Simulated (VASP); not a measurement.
# C (P-1) in VASP: further runs

C is run at these levels: r2SCAN; tasks: single point.

Program: VASP 6.6.1. These are calculated values, not measurements. Logs are shortened: lines on timing, memory, paths and dates and some standing lists are left out, and cuts for length are marked.

**1. The cell of the first run**

The typed cell holds 2 atoms: a = 2.456 Å, b = 2.456 Å, c = 3.765 Å, α = 108.50°, β = 108.50°, γ = 60.00°.

**2. Single point, r2SCAN**

Contents of POSCAR:

```
C
1.0
    2.1273200000     -1.2282800000      0.0000000000
    2.1273200000      1.2282800000      0.0000000000
   -1.3790700000      0.0000000000      3.5028300000
C
2
Direct
    0.8224100000      0.8393600000      0.9995100000
    0.1642600000      0.1634100000      0.9948100000
```

Contents of INCAR.step1:

```
SYSTEM = C
PREC = Accurate
ENCUT = 520
ISMEAR = -1
SIGMA = 0.05
LREAL = .FALSE.
LASPH = .TRUE.
NELM = 100
NBANDS = 11
GGA = PE
ALGO = Normal
EDIFF = 1E-4
LWAVE = .TRUE.
LCHARG = .FALSE.
```

Contents of INCAR.step2:

```
SYSTEM = C
PREC = Accurate
ENCUT = 520
EDIFF = 1E-7
ISMEAR = -1
SIGMA = 0.05
LREAL = .FALSE.
LASPH = .TRUE.
NELM = 100
ALGO = Normal
ISIF = 2
LWAVE = .FALSE.
LCHARG = .FALSE.
METAGGA = R2SCAN
LMIXTAU = .TRUE.
NBANDS = 11
ISTART = 1
```

Contents of KPOINTS:

```
Automatic mesh
0
G
  9 9 6
  0 0 0
```

Potentials or basis: VASP PAW PBE potentials, release 64 (C).

Run with:

```
> cat potpaw_PBE.64/C/POTCAR > POTCAR
> cp INCAR.step1 INCAR
> mpirun -np 1 vasp_std > vasp.out
> cp INCAR.step2 INCAR
> mpirun -np 1 vasp_std > vasp.out
```

OUTCAR:

```text
SYSTEM = C
   PREC = Accurate
   ENCUT = 520
   EDIFF = 1E-7
   ISMEAR = -1
   LREAL = .FALSE.
   LASPH = .TRUE.
   NELM = 100
   ISIF = 2
   METAGGA = R2SCAN
   ISTART = 1

 ion  position               nearest neighbor table
   1  0.822  0.839  1.000-   2 1.40   2 1.42   2 1.43
   2  0.164  0.163  0.995-   1 1.40   1 1.42   1 1.43

  LATTYP: Found a base centered monoclinic cell.
 ALAT       =     4.2546400000
 B/A-ratio  =     0.5773837504
 C/A-ratio  =     0.8848047021
 COS(beta)  =    -0.3663330234

  Lattice vectors:

 A1 = (   2.1273200000,  -1.2282800000,   0.0000000000)
 A2 = (   2.1273200000,   1.2282800000,   0.0000000000)
 A3 = (  -1.3790700000,   0.0000000000,   3.5028300000)

Analysis of symmetry for initial positions (statically):
=====================================================================
 Subroutine PRICEL returns:
 Original cell was already a primitive cell.

 Routine SETGRP: Setting up the symmetry group for a
 base centered monoclinic supercell.

 Subroutine GETGRP returns: Found  2 space group operations
 (whereof  1 operations were pure point group operations)
 out of a pool of  4 trial point group operations.

The static configuration has the point symmetry C_1 .
 The point group associated with its full space group is S_2 .

Analysis of symmetry for dynamics (positions and initial velocities):
=====================================================================
 Subroutine PRICEL returns:
 Original cell was already a primitive cell.

 Routine SETGRP: Setting up the symmetry group for a
 base centered monoclinic supercell.

 Subroutine GETGRP returns: Found  2 space group operations
 (whereof  1 operations were pure point group operations)
 out of a pool of  4 trial point group operations.

The dynamic configuration has the point symmetry C_1 .
 The point group associated with its full space group is S_2 .

 Subroutine INISYM returns: Found  2 space group operations
 (whereof  1 operations are pure point group operations),
 and found     1 'primitive' translations

----------------------------------------------------------------------------------------

                                     Primitive cell

  volume of cell :      18.3054

  direct lattice vectors                    reciprocal lattice vectors
     2.127320000 -1.228280000  0.000000000     0.235037512 -0.407073306  0.092534660
     2.127320000  1.228280000  0.000000000     0.235037512  0.407073306  0.092534660
    -1.379070000  0.000000000  3.502830000     0.000000000  0.000000000  0.285483452

  length of vectors
     2.456453163  2.456453163  3.764525478     0.479076165  0.479076165  0.285483452

  position of ions in fractional coordinates (direct lattice)
     0.822410000  0.839360000  0.999510000
     0.164260000  0.163410000  0.994810000

  ion indices of the primitive-cell ions
   primitive index   ion index
                 1           1
                 2           2

----------------------------------------------------------------------------------------

 KPOINTS: Automatic mesh

Automatic generation of k-mesh.
 Grid dimensions read from file:
 generate k-points for:    9    9    6

 Generating k-lattice:

  Cartesian coordinates                     Fractional coordinates (reciprocal lattice)
     0.026115279 -0.045230367  0.010281629     0.111111111  0.000000000  0.000000000
     0.026115279  0.045230367  0.010281629     0.000000000  0.111111111  0.000000000
     0.000000000  0.000000000  0.047580575     0.000000000  0.000000000  0.166666667

  Length of vectors
     0.053230685  0.053230685  0.047580575

  Shift w.r.t. Gamma in fractional coordinates (k-lattice)
     0.000000000  0.000000000  0.000000000

 Subroutine IBZKPT returns following result:
 ===========================================

 Found    244 irreducible k-points:

 Following reciprocal coordinates:
            Coordinates               Weight
  0.000000  0.000000  0.000000      1.000000
  0.111111 -0.000000 -0.000000      2.000000
  0.000000 -0.111111  0.000000      2.000000
  0.222222 -0.000000  0.000000      2.000000
  0.000000 -0.222222  0.000000      2.000000
  0.333333 -0.000000  0.000000      2.000000
[... 16 lines left out ...]
 -0.111111  0.111111  0.000000      2.000000
  0.222222  0.222222  0.000000      2.000000
 [... further k-points ...]
   k-points           NKPTS =    244   k-points in BZ     NKDIM =    244   number of bands    NBANDS=     11
   number of dos      NEDOS =    301   number of ions     NIONS =      2
   total plane-waves  NPLWV =   9072
   dimension x,y,z NGX =    18 NGY =   18 NGZ =   28
   dimension x,y,z NGXF=    36 NGYF=   36 NGZF=   56
   ions per type =               2
   NGX,Y,Z   is equivalent  to a cutoff of  12.18, 12.18, 12.37 a.u.
   NGXF,Y,Z  is equivalent  to a cutoff of  24.36, 24.36, 24.73 a.u.
 SYSTEM =  C
   PREC   = accura    normal or accurate (medium, high low for compatibility)
   ISTART =      1    job   : 0-new  1-cont  2-samecut
   ICHARG =      0    charge: 1-file 2-atom 10-const
   ISPIN  =      1    spin polarized calculation?
   LNONCOLLINEAR =      F non collinear calculations
   LSORBIT =      F    spin-orbit coupling
   LASPH  =      T    aspherical Exc in radial PAW
   ENCUT  =  520.0 eV  38.22 Ry    6.18 a.u.   4.57  4.57  7.00*2*pi/ulx,y,z
   NELM   =    100;   NELMIN=  2; NELMDL=  0     # of ELM steps
   EDIFF  = 0.1E-06   stopping-criterion for ELM
   LREAL  =      F    real-space projection
   EDIFFG = 0.1E-05   stopping-criterion for IOM
   NSW    =      0    number of steps for IOM
   IBRION =     -1    ionic relax: 0-MD 1-quasi-New 2-CG
   NFREE  =      0    steps in history (QN), initial steepest desc. (CG)
   ISIF   =      2    stress and relaxation
   ISYM   =      2    0-nonsym 1-usesym 2-fastsym
   POTIM  = 0.5000    time-step for ionic-motion
   TEBEG  =    0.0;   TEEND  =   0.0 temperature during run
   PSTRESS=    0.0 pullay stress
   NELECT =       8.0000    total number of electrons
   NUPDOWN=      -1.0000    fix difference up-down
   EMIN   =  10.00;   EMAX   =-10.00  energy-range for DOS
   EFERMI =   0.00;   METHOD = LEGACY
   ISMEAR =    -1;   SIGMA  =   0.05  broadening in eV -4-tet -1-fermi 0-gaus
   EFERMI_NEDOS =   21; number of points for ismear=-14 and -15
   IALGO  =     38    algorithm
   IMIX   =      4    mixing-type and parameters
     AMIX     =   0.40;   BMIX     =  1.00
     AMIX_MAG =   1.60;   BMIX_MAG =  1.00
  volume/ion in A,a.u.               =       9.15        61.77
  Fermi-wavevector in a.u.,A,eV,Ry     =   1.242353  2.347707 20.999795  1.543441
  Thomas-Fermi vector in A             =   2.376711
   LORBIT       =      0    0 simple, 1 ext, 2 COOP (PROOUT), +10 PAW based schemes
   METAGGA = R2SCAN    functional components
   LHFCALC =     F    Hartree Fock is set to
   AEXX    =    0.0000 exact exchange contribution
   IVDW    =     0    specifies the selected vdW correction
   LEPSILON=     F    determine dielectric tensor
   LRPA    =     F    only Hartree local field effects (RPA)
 non-spin polarized calculation
  energy-cutoff  :      520.00
  volume of cell :       18.31
 maximum number of plane-waves:       506
   NGX =  9   NGY =  9   NGZ = 13

 number of electron       8.0000000 magnetization

 Free energy of the ion-electron system (eV)
  ---------------------------------------------------
  ext. energy  EPLUGINS =         0.00000000
  ---------------------------------------------------
  free energy    TOTEN  =       -19.85340655 eV

  energy without entropy =      -19.85310054  energy(sigma->0) =      -19.85325355

 E-fermi :   4.3017     XC(G=0): -10.8350

 val. band max:        4.1689038361   @ k =  -0.3333   0.3333   0.3333
 cond. band min:       4.4254269167   @ k =  -0.3333   0.3333   0.3333
 fundamental gap:      0.2565230806
 Fermi energy:         4.3017173057

 k-point     1 :       0.0000    0.0000    0.0000
  band No.  band energies     occupation
      1     -16.6268      2.00000
      2      -2.9490      2.00000
      3       0.7567      2.00000
      4       1.4745      2.00000
      5       8.3732      0.00000
      6      12.6016      0.00000
      7      13.5145      0.00000
      8      16.7493      0.00000
      9      17.6415      0.00000
     10      28.3722      0.00000
     11      29.7460      0.00000

 k-point     2 :       0.1111   -0.0000   -0.0000
  band No.  band energies     occupation
      1     -16.3134      2.00000
      2      -2.6119      2.00000
      3      -0.3794      2.00000
      4       0.8021      2.00000
      5       8.8071      0.00000
      6      13.4526      0.00000
      7      14.0118      0.00000
      8      15.6063      0.00000
      9      18.2860      0.00000
     10      28.3992      0.00000
     11      29.3441      0.00000

 k-point     3 :       0.0000   -0.1111    0.0000
  band No.  band energies     occupation
      1     -16.3121      2.00000
      2      -2.6176      2.00000
      3      -0.0332      2.00000
      4       0.4310      2.00000
      5       8.8037      0.00000
      6      12.8745      0.00000
      7      14.7152      0.00000
      8      15.6618      0.00000
      9      18.2101      0.00000
     10      28.1943      0.00000
     11      29.3219      0.00000

 k-point     4 :       0.2222   -0.0000    0.0000
  band No.  band energies     occupation
      1     -15.3799      2.00000
      2      -3.0253      2.00000
      3      -1.6123      2.00000
      4      -0.5077      2.00000
      5      10.0849      0.00000
      6      12.8200      0.00000
      7      13.2127      0.00000
      8      17.2385      0.00000
      9      20.0128      0.00000
     10      25.3936      0.00000
     11      28.2350      0.00000

 k-point     5 :       0.0000   -0.2222    0.0000
  band No.  band energies     occupation
      1     -15.3750      2.00000
      2      -2.7121      2.00000
      3      -1.6383      2.00000
      4      -0.8831      2.00000
      5      10.0749      0.00000
      6      12.8037      0.00000
      7      13.0768      0.00000
      8      17.8187      0.00000
      9      19.8968      0.00000
     10      25.1332      0.00000
     11      28.2013      0.00000
[... 211 lines left out ...]
 k-point    21 :      -0.2222    0.1111    0.0000
  band No.  band energies     occupation
      1     -14.4697      2.00000
      2      -4.5259      2.00000
      3      -2.0343      2.00000
      4      -0.5218      2.00000
      5      10.6674      0.00000
      6      11.1754      0.00000
      7      14.2067      0.00000
      8      17.6387      0.00000
      9      21.4177      0.00000
     10      23.2636      0.00000
     11      28.2197      0.00000

 k-point    22 :      -0.1111    0.2222    0.0000
  band No.  band energies     occupation
      1     -14.4667      2.00000
      2      -4.3378      2.00000
      3      -2.2611      2.00000
      4      -0.5483      2.00000
      5      10.7263      0.00000
      6      11.2240      0.00000
      7      14.0134      0.00000
      8      17.8921      0.00000
      9      21.3887      0.00000
     10      23.2611      0.00000
     11      28.1570      0.00000

 k-point    23 :      -0.1111    0.1111    0.0000
  band No.  band energies     occupation
      1     -15.6955      2.00000
      2      -1.9056      2.00000
      3      -1.8429      2.00000
      4      -0.6187      2.00000
      5       9.5018      0.00000
      6      13.6345      0.00000
      7      14.0497      0.00000
      8      15.4031      0.00000
      9      19.8604      0.00000
     10      25.1521      0.00000
     11      29.9888      0.00000

 k-point    24 :       0.2222    0.2222    0.0000
  band No.  band energies     occupation
      1     -15.3497      2.00000
      2      -2.7999      2.00000
      3      -1.8793      2.00000
      4      -0.7616      2.00000
      5      10.7101      0.00000
      6      12.6757      0.00000
      7      12.9365      0.00000
      8      17.6716      0.00000
      9      20.1556      0.00000
     10      24.7425      0.00000
     11      29.8913      0.00000

 [... further k-points ...]
[... 5 lines left out ...]
  --------------------------------------------------------------------------------------
  -------------------------------------------------------------------------------------
  Total        0.0950839      0.1853330     -0.0414912     -0.2007648     -0.0194504     -0.0021139
  in kB        8.3222025     16.2212414     -3.6315065    -17.5719070     -1.7023967     -0.1850208
  external PRESSURE =       6.9706458 kB  Pullay stress =       0.0000000 kB

 VOLUME and BASIS-vectors are now :
 -----------------------------------------------------------------------------
  energy-cutoff  :      520.00
  volume of cell :       18.31
      direct lattice vectors                 reciprocal lattice vectors
     2.127320000 -1.228280000  0.000000000     0.235037512 -0.407073306  0.092534660
     2.127320000  1.228280000  0.000000000     0.235037512  0.407073306  0.092534660
    -1.379070000  0.000000000  3.502830000     0.000000000  0.000000000  0.285483452

 POSITION                                       TOTAL-FORCE (eV/Angst)
 -----------------------------------------------------------------------------------
      2.15672      0.02082      3.50111         0.287446     -1.187259     -0.259751
     -0.67485     -0.00104      3.48465        -0.287446      1.187259      0.259751
 -----------------------------------------------------------------------------------
    total drift:                               -0.000004      0.000023     -0.000012

  FREE ENERGIE OF THE ION-ELECTRON SYSTEM (eV)
  ---------------------------------------------------
  free  energy   TOTEN  =       -19.8534065489 eV

  energy  without entropy=      -19.8531005413  energy(sigma->0) =      -19.85325355
```

It took 87 s on 1 thread of AMD EPYC 9R45 (Zen 5), shared host; peak memory 0.11 GiB.

What came out:

| Quantity | Value |
| --- | --- |
| Free energy | -19.8534 eV |
| Pressure | 0.7 GPa |
| Largest force | 1.249 eV/Å |
| Band gap on the k mesh | 0.26 eV, direct |

Forces on the atoms (eV/Å):
```
C    0.287 -1.187 -0.260
C   -0.287  1.187  0.260
```

Levels at points of the mesh, in eV from the valence-band top:
| k point | band 1 | band 2 | band 3 | band 4 | band 5 | band 6 | band 7 | band 8 | band 9 |
| --- | --- | --- | --- | --- | --- | --- | --- | --- | --- |
| (0.00, 0.00, 0.00) | -20.80 | -7.12 | -3.41 | -2.69 | 4.20 | 8.43 | 9.35 | 12.58 | 13.47 |
| (0.00, 0.00, 0.50) | -20.59 | -8.73 | -3.42 | -2.71 | 8.40 | 9.31 | 10.19 | 12.73 | 13.32 |

Caveat: the PAW data sets were made with another functional, which shifts forces and pressure a little. A k mesh can miss the band edges.

(Continued in part 2 of 2.)
